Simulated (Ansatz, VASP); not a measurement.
**Mo: VASP beside Ansatz**

File INCAR:

```
  ALGO = Normal
  EDIFF = 1E-6
  ENCUT = 520
  GGA = CA
  ISIF = 2
  ISMEAR = -1
  LASPH = T
  LCHARG = F
  LREAL = F
  LWAVE = F
  NBANDS = 13
  NELM = 60
  PREC = Accurate
  SIGMA = 0.1
```

The input KPOINTS:

```
k-points
0
Gamma
  11 11 11
```

File POSCAR:

```
Mo
1.0
   -1.5565618036      1.5565618036      1.5565618036
    1.5565618036     -1.5565618036      1.5565618036
    1.5565618036      1.5565618036     -1.5565618036
Mo
1
Direct
    0.0000000000      0.0000000000      0.0000000000
```

Input for Ansatz:

```yaml
crystal:
  lattice:
    - [-1.5565618036, 1.5565618036, 1.5565618036]
    - [1.5565618036, -1.5565618036, 1.5565618036]
    - [1.5565618036, 1.5565618036, -1.5565618036]
  atoms:
    - { symbol: Mo, position: [0.0, 0.0, 0.0] }
hamiltonian:
  xc: lda
  pseudopotentials:
    kind: paw
    azcp:
      Mo: "pseudopotentials/Mo.paw.azcp"
basis:
  ecutwfc: 420
  fft_grid_basis: typed
kpoints:
  mp_grid: { grid: [11, 11, 11], shift: [0, 0, 0] }
magnetization:
  spin_polarized: false
scf:
  occupations: { method: fermi_dirac, width: 0.1 }
  lower_state_search: "off"
output:
  stress: true
  write_density: true
  write_potential: true
  elf: true
  volumetric_format: npy
```

Alike in both runs: task single point; functional LDA; k mesh 11 × 11 × 11; occupations fermi-dirac, width 0.1 eV; no spin polarisation.

|  | VASP | Ansatz |
| --- | --- | --- |
| version | VASP 6.6.1 | Ansatz 0.2.0 |
| potentials or method | VASP PAW LDA potentials, release 64 (Mo_sv), cutoff 520 eV | plane waves (420 eV) with PAW, scalar-relativistic |
| valence electrons in the cell | 14 | 14 |

Ansatz gave:

```
pressure (GPa) : -0.3
```

Problem. What did VASP give for the same quantities?

Solution. Pressure (GPa): 0.8.

Ansatz warns that its potentials were made for another functional, while VASP's fit it. LDA's correlation is that of Perdew and Zunger in VASP and of Perdew and Wang (1992) in Ansatz.
